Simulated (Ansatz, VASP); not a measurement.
## LaLu2N3 in VASP and in Ansatz

```
La Lu N
1.0
     5.92986    0.00000    0.00000
    -2.96493    5.13541    0.00000
     0.00000    0.00000    3.08548
La Lu N
1 2 3
Cartesian
  0.0000 0.0000 1.5427
  0.0000 3.4236 1.5427
  2.9649 1.7118 1.5427
  2.9649 0.0000 0.0000
  -1.4825 2.5677 0.0000
  1.4825 2.5677 0.0000
```

Alike in both runs: task relaxation of cell and atoms; functional PBE; k mesh 3 × 3 × 6; occupations gaussian, width 0.1 eV; no spin polarisation.

|  | VASP | Ansatz |
| --- | --- | --- |
| version | VASP 6.6.1 | Ansatz 0.2.0 |
| potentials or method | VASP PAW PBE potentials, release 64 (La, Lu, N), cutoff 600 eV | scalar-relativistic, plane waves, PAW |
| valence electrons in the cell | 76 | 76 |

```csv
,VASP,Ansatz,Ansatz less VASP
"gap on the k mesh at the Fermi level, each at its own relaxed structure (eV)",none,none,-
relaxed volume (Å³/atom),15.76,15.69,-0.070
relaxed cell length with the largest relative difference (Å),3.096,3.090,-0.0060
```

A gap of «none» marks a metal or a gap that the smearing closes.

The k mesh is coarse, so the values compare programs but aren't converged. Spin-orbit coupling is off throughout.
